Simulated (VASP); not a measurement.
Write the native input for VASP 6.6.1 that does the following.

```
Task                   : single point
Functional             : PBEsol
Potentials or basis    : VASP PAW PBE potentials, release 64 (Zr_sv, O)
Cutoff                 : 600 eV
k mesh                 : 8 × 8 × 8
Occupations            : fermi-dirac, width 0.02 eV
Spin                   : no spin polarisation
Dipole correction      : no
Further INCAR settings : ALGO = Normal; EDIFF = 1e-06; NBANDS = 19
```

The structure of ZrO2 lies in POSCAR:

```
ZrO2
1.0
    0.0000000000      2.5320464886      2.5320464886
    2.5320464886      0.0000000000      2.5320464886
    2.5320464886      2.5320464886      0.0000000000
Zr O
1 2
Direct
    0.0000000000      0.0000000000      0.0000000000
    0.7500000000      0.7500000000      0.7500000000
    0.2500000000      0.2500000000      0.2500000000
```

The input as run:

INCAR

```
ALGO = Normal
EDIFF = 1E-6
ENCUT = 600
GGA = PS
GGA_COMPAT = False
ISIF = 2
ISMEAR = -1
LASPH = True
LCHARG = False
LREAL = False
LWAVE = False
NBANDS = 19
NELM = 120
PREC = Accurate
SIGMA = 0.02
```

KPOINTS

```
k-points
0
Gamma
  8 8 8
```

Potentials or basis: VASP PAW PBE potentials, release 64 (Zr_sv, O).

Launch:

```sh
$ cat potpaw_PBE.64/Zr_sv/POTCAR potpaw_PBE.64/O/POTCAR > POTCAR
$ mpirun -np 1 vasp_std > vasp.out
```

Results of the run:

The pressure is 0.2 GPa and the band gap on the k mesh is 3.32 eV (least direct gap 3.76 eV).

Caveat: the PAW data sets were made with another functional, which shifts forces and pressure a little.

Wall time 13 s on 1 thread of Intel(R) Xeon(R) 6975P-C (Granite Rapids) (shared host), peak memory 0.17 GiB.
